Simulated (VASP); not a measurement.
Sn: relaxation of cell and atoms with PBEsol

Crystal: Sn.

```
Sn
1.0
     0.00000    3.23334    3.23334
     3.23334    0.00000    3.23334
     3.23334    3.23334    0.00000
Sn
2
Cartesian
  0.0000 0.0000 0.0000
  1.6167 1.6167 1.6167
```

```yaml
Program: VASP 6.6.1
Task: relaxation of cell and atoms
Functional: PBEsol
Potentials_or_basis: VASP PAW PBE potentials, release 64 (Sn_d)
Cutoff: 600 eV
k_mesh: 5 × 5 × 5
Occupations: methfessel-paxton, width 0.05 eV
Spin: no spin polarisation
Dipole_correction: no
Further_INCAR_settings: ALGO = Normal; EDIFF = 1e-06; IBRION = 2; EDIFFG = -0.01; NSW = 60; ISIF = 3
```

* Relaxed volume: 35.10 Å³/atom
* Relaxed cell: a = 4.630 Å, b = 4.630 Å, c = 4.630 Å, α = 60.00°, β = 60.00°, γ = 60.00°
* Space group after relaxing (to 0.05 Å): Fd-3m (No. 227)
* Energy gained by relaxing: 6.8 meV/atom
* Ionic steps: 3
* Pressure after relaxing: 0.0 GPa
* Band gap on the k mesh: zero (band 14 reaches 5.31 eV, above the bottom of band 15 at 5.17 eV)

Step by step:
| step | energy change (eV) | largest force (eV/Å) | pressure (GPa) | volume (Å³) |
| --- | --- | --- | --- | --- |
| 1 | 0.0000 | 0.0000 | 1.75 | 67.61 |
| 2 | -0.0115 | 0.0000 | -0.62 | 71.29 |
| 3 | -0.0137 | 0.0000 | 0.00 | 70.20 |

Final structure:
```
Sn
1.0
     0.00000    3.27421    3.27421
     3.27421    0.00000    3.27421
     3.27421    3.27421    0.00000
Sn
2
Cartesian
  0.0000 0.0000 0.0000
  1.6371 1.6371 1.6371
```

Levels at points of the mesh, in eV from the Fermi level:
| k point | band 12 | band 13 | band 14 | band 15 | band 16 | band 17 |
| --- | --- | --- | --- | --- | --- | --- |
| (0.00, 0.00, 0.00) | -0.81 | 0.15 | 0.15 | 0.15 | 2.21 | 2.21 |

It took 43 s on 1 thread of Intel(R) Xeon(R) Platinum 8559C (Emerald Rapids), with other jobs on the host, peak memory 0.23 GiB.

Caveat: the PAW data sets were made with another functional, which shifts forces and pressure a little; spin-orbit coupling is left out, which moves the levels of the heavy elements. Zero-point motion and thermal expansion aren't in these numbers.
